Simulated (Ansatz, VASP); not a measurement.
**BN: VASP beside Ansatz**

```
N B
1.0
     2.51942    0.00000    0.00000
    -1.25971    2.18188    0.00000
     0.00000    0.00000    4.16973
N B
2 2
Cartesian
  0.0000 1.4546 0.5224
  1.2597 0.7273 2.6072
  0.0000 1.4546 2.0837
  1.2597 0.7273 4.1686
```

Alike in both runs: task single point; functional r2SCAN; k mesh 12 × 12 × 6; occupations fermi-dirac, width 0.05 eV; no spin polarisation.

|  | VASP | Ansatz |
| --- | --- | --- |
| version | VASP 6.6.1 | Ansatz 0.2.0 |
| potentials or method | VASP PAW PBE potentials, release 64 (N_h, B_h) | Ansatz PAW |
| plane-wave cutoff (eV) | 910 | 500 |
| valence electrons in the cell | 16 | 16 |

```csv
,VASP,Ansatz,Ansatz less VASP
gap on the k mesh at the Fermi level (eV),5.68,5.70,+0.017
least direct gap on the mesh (eV),9.15,9.16,+0.011
rms of the force components (eV/Å),0.003,0.004,+0.0013
```

VASP's potentials were made for PBE, not for r2SCAN. Atom by atom the forces differ by 0.001 eV/Å (rms over components). The functional is the same, so the differences come from potentials, cutoffs and numerics.

Noted on VASP's run: the cutoff is short for stress, so the pressure is rough.
